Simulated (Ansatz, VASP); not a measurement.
## InP in VASP and in Ansatz

Contents of INCAR:

```
PREC = Accurate ; ENCUT = 520
EDIFF = 1E-7 ; ISMEAR = 0
SIGMA = 0.15 ; LREAL = F
LASPH = T ; NELM = 60
ALGO = Normal ; ISIF = 2
LWAVE = F ; LCHARG = T
GGA = PE ; LELF = T
LVHAR = T ; NBANDS = 16
```

File KPOINTS:

```
regular mesh
0
Gamma
  20 20 20
```

POSCAR

```
InP
1.0
    0.0000000000      2.8185419084      2.8185419084
    2.8185419084      0.0000000000      2.8185419084
    2.8185419084      2.8185419084      0.0000000000
In P
1 1
Direct
    0.0000000000      0.0000000000      0.0000000000
    0.5000000000      0.5000000000      0.5000000000
```

Input for Ansatz:

```yaml
crystal:
  lattice:
    - [0.0, 2.8185419084, 2.8185419084]
    - [2.8185419084, 0.0, 2.8185419084]
    - [2.8185419084, 2.8185419084, 0.0]
  atoms:
    - { symbol: In, position: [0.0, 0.0, 0.0] }
    - { symbol: P, position: [0.5, 0.5, 0.5] }
basis:
  ecutwfc: 420
kpoints:
  mp_grid: { grid: [20, 20, 20] }
hamiltonian:
  xc: pbe
scf:
  occupations: { method: gaussian, width: 0.15 }
output:
  forces: true
  stress: true
  eigenvalues: true
  write_density: true
  write_potential: true
  elf: true
  volumetric_format: npy
```

Alike in both runs: task single point; functional PBE; k mesh 20 × 20 × 20; occupations gaussian, width 0.15 eV; no spin polarisation.

|  | VASP | Ansatz |
| --- | --- | --- |
| version | VASP 6.6.1 | Ansatz 0.2.0 |
| potentials or method | VASP PAW PBE potentials, release 64 (In_d, P), cutoff 520 eV | scalar-relativistic, plane waves, PAW |
| valence electrons in the cell | 18 | 18 |

|  | VASP | Ansatz | Ansatz less VASP |
| --- | --- | --- | --- |
| gap on the k mesh at the Fermi level (eV) | none | none | - |
| pressure (GPa) | -3.4 | -3.4 | +0.03 |

A gap of «none» marks a metal or a gap that the smearing closes.
